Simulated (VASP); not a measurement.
# MnO (Fm-3m) in VASP: further runs, part 2 of 2

VASP 6.6.1. Earlier steps stand in the parts before.

### 3 Single point, PBE, collinear spin, ferromagnetic start (volume scaled by 0.96)

File INCAR:

```
PREC = Accurate ; ENCUT = 520
EDIFF = 1E-6 ; ISMEAR = -1
SIGMA = 0.05 ; LREAL = False
LASPH = True ; NELM = 150
ALGO = Normal ; ISIF = 2
LWAVE = False ; LCHARG = False
ISPIN = 2 ; MAGMOM = 4 0
LORBIT = 11 ; LMAXMIX = 4
GGA = PE ; NBANDS = 20
```

File KPOINTS:

```
Automatic mesh
0
Gamma
  10 10 10
```

File POSCAR:

```
MnO
1.0
    0.0000000000      2.1938512115      2.1938512115
    2.1938512115      0.0000000000      2.1938512115
    2.1938512115      2.1938512115      0.0000000000
Mn O
1 1
Direct
    0.0000000000      0.0000000000      0.0000000000
    0.5000000000      0.5000000000      0.5000000000
```

Potentials or basis: VASP PAW PBE potentials, release 64 (Mn_pv, O).

The run is started by

```bash
$ cat potpaw_PBE.64/Mn_pv/POTCAR potpaw_PBE.64/O/POTCAR > POTCAR
$ mpirun -np 1 vasp_std > vasp.out
```

OUTCAR:

```text
PREC = Accurate
   ENCUT = 520
   EDIFF = 1E-6
   ISMEAR = -1
   LREAL = False
   LASPH = True
   NELM = 150
   ISIF = 2
   ISPIN = 2
   LORBIT = 11
   GGA = PE

 ion  position               nearest neighbor table
   1  0.000  0.000  0.000-   2 2.19   2 2.19   2 2.19   2 2.19   2 2.19   2 2.19
   2  0.500  0.500  0.500-   1 2.19   1 2.19   1 2.19   1 2.19   1 2.19   1 2.19

  LATTYP: Found a face centered cubic cell.
 ALAT       =     4.3877024230

  Lattice vectors:

 A1 = (   0.0000000000,   2.1938512115,   2.1938512115)
 A2 = (   2.1938512115,   0.0000000000,   2.1938512115)
 A3 = (   2.1938512115,   2.1938512115,   0.0000000000)

Analysis of symmetry for initial positions (statically):
=====================================================================
 Subroutine PRICEL returns:
 Original cell was already a primitive cell.

 Routine SETGRP: Setting up the symmetry group for a
 face centered cubic supercell.

 Subroutine GETGRP returns: Found 48 space group operations
[... 748 lines left out ...]
      4     -12.1585      1.00000
      5       4.4643      1.00000
      6       4.4643      1.00000
[... 541 lines left out ...]
     19      34.4401      0.00000
     20      36.0594      0.00000

 [... further k-points ...]

------------------------ aborting loop because EDIFF is reached ----------------------------------------

  FORCE on cell =-STRESS in cart. coord.  units (eV):
  Direction    XX          YY          ZZ          XY          YZ          ZX
  --------------------------------------------------------------------------------------
  -------------------------------------------------------------------------------------
  Total        0.5848216      0.5848216      0.5848216      0.0000000      0.0000000      0.0000000
  in kB       44.3692905     44.3692905     44.3692905      0.0000000      0.0000000      0.0000000
  external PRESSURE =      44.3692905 kB  Pullay stress =       0.0000000 kB

 VOLUME and BASIS-vectors are now :
 -----------------------------------------------------------------------------
  energy-cutoff  :      520.00
  volume of cell :       21.12
      direct lattice vectors                 reciprocal lattice vectors
     0.000000000  2.193851212  2.193851212    -0.227909713  0.227909713  0.227909713
     2.193851212  0.000000000  2.193851212     0.227909713 -0.227909713  0.227909713
     2.193851212  2.193851212  0.000000000     0.227909713  0.227909713 -0.227909713

 POSITION                                       TOTAL-FORCE (eV/Angst)
 -----------------------------------------------------------------------------------
      0.00000      0.00000      0.00000         0.000000     -0.000000      0.000000
      2.19385      2.19385      2.19385         0.000000      0.000000      0.000000
 -----------------------------------------------------------------------------------
    total drift:                                0.000000     -0.000000     -0.000000

  FREE ENERGIE OF THE ION-ELECTRON SYSTEM (eV)
  ---------------------------------------------------
  free  energy   TOTEN  =       -16.3911529916 eV

  energy  without entropy=      -16.3805367378  energy(sigma->0) =      -16.38584486

 total charge

# of ion       s       p       d       tot
------------------------------------------
    1        0.209   6.189   5.001  11.398
    2        1.562   3.428   0.000   4.990
--------------------------------------------------
tot          1.770   9.617   5.001  16.388

 magnetization (x)

# of ion       s       p       d       tot
------------------------------------------
    1        0.033   0.026   4.182   4.241
    2        0.031   0.163   0.000   0.194
--------------------------------------------------
tot          0.064   0.189   4.182   4.435
```

Wall time 28 s (1 thread of Intel Xeon 6975P-C, shared host); peak memory 0.16 GiB.

Results:

| Item | Value |
| --- | --- |
| Free energy | -16.3912 eV |
| Pressure | 4.4 GPa |
| Net moment | 4.65 μB per cell |
| Site moments | Mn +4.24; O +0.19 μB |
| Valence electrons inside the program's atomic spheres | Mn 11.40; O 4.99 |

Caveat: a cell with one magnetic atom can't hold antiferromagnetic order, which such compounds often take; semilocal functionals often make such compounds metallic where correlation or magnetic order opens a gap, which also shifts bond lengths.

### 4 Single point, PBE, collinear spin, ferromagnetic start (volume scaled by 0.98)

File INCAR:

```
SYSTEM = MnO
PREC = Accurate ; ENCUT = 520
EDIFF = 1E-7 ; ISMEAR = -1
SIGMA = 0.05 ; LREAL = .FALSE.
LASPH = .TRUE. ; NELM = 150
ALGO = Normal ; ISIF = 2
LWAVE = .FALSE. ; LCHARG = .FALSE.
ISPIN = 2 ; MAGMOM = 4 0
LORBIT = 11 ; LMAXMIX = 4
GGA = PE ; NBANDS = 20
```

File KPOINTS:

```
Automatic mesh
0
G
  10 10 10
  0 0 0
```

File POSCAR:

```
MnO
1.0
    0.0000000000      2.2089816980      2.2089816980
    2.2089816980      0.0000000000      2.2089816980
    2.2089816980      2.2089816980      0.0000000000
Mn O
1 1
Direct
    0.0000000000      0.0000000000      0.0000000000
    0.5000000000      0.5000000000      0.5000000000
```

The run is started by

```bash
$ cat potpaw_PBE.64/Mn_pv/POTCAR potpaw_PBE.64/O/POTCAR > POTCAR
$ mpirun -np 1 vasp_std > vasp.out
```

It took 28 s on 1 thread of Intel Xeon 6975P-C, shared host; peak memory 0.17 GiB.

The run converged. Its results:

```yaml
Free_energy: -16.4015 eV
Pressure: 2.6 GPa
Net_moment: 4.74 μB per cell
Site_moments: Mn +4.31; O +0.20 μB
Valence_electrons_inside_the_program's_atomic_spheres: Mn 11.37; O 4.98
```

Levels at points of the mesh, in eV from the Fermi level:
Spin up:
```csv
k point,band 10,band 11,band 12,band 13,band 14,band 15
"(0.00, 0.00, 0.00)",-3.26,-2.71,-2.71,-0.46,14.00,16.47
"(0.50, 0.00, 0.00)",-1.88,0.24,0.24,3.50,7.87,11.99
"(0.50, 0.50, 0.00)",-2.05,-2.05,-1.90,5.13,7.89,10.49
```
Spin down:
| k point | band 3 | band 4 | band 5 | band 6 | band 7 | band 8 | band 9 | band 10 | band 11 | band 12 |
| --- | --- | --- | --- | --- | --- | --- | --- | --- | --- | --- |
| (0.00, 0.00, 0.00) | -45.74 | -20.01 | -3.47 | -3.47 | -3.47 | 0.67 | 0.67 | 0.67 | 0.85 | 1.32 |
| (0.50, 0.00, 0.00) | -45.75 | -19.01 | -7.55 | -5.00 | -5.00 | 1.90 | 1.94 | 1.94 | 3.66 | 3.66 |
| (0.50, 0.50, 0.00) | -45.77 | -19.05 | -6.58 | -4.46 | -4.46 | -0.94 | 1.93 | 2.16 | 2.39 | 2.39 |

Caveat: a cell with one magnetic atom can't hold antiferromagnetic order, which such compounds often take; semilocal functionals often make such compounds metallic where correlation or magnetic order opens a gap, which also shifts bond lengths.

### 5 The runs side by side

```tsv
level	cell	gap on the mesh (eV)	pressure (GPa)	moment (μB)
PBEsol	a = 3.081 Å, angles 60.0°, 2 atoms	none	-1.7	4.53
PBE	a = 3.103 Å, angles 60.0°, 2 atoms	none	4.4	4.65
PBE	a = 3.124 Å, angles 60.0°, 2 atoms	none	2.6	4.74
```

Alike in all rows: task single point; potentials or basis VASP PAW PBE potentials, release 64 (Mn_pv, O); spin collinear, ferromagnetic start; k mesh 10 × 10 × 10; cutoff (eV) 520; smearing fermi-dirac 0.05 eV.

Caveats: a cell with one magnetic atom can't hold antiferromagnetic order, which such compounds often take; semilocal functionals often make such compounds metallic where correlation or magnetic order opens a gap, which also shifts bond lengths; the PAW data sets were made with another functional, which shifts forces and pressure a little (some runs).

Absolute energies hang on the potentials; compare differences alone.
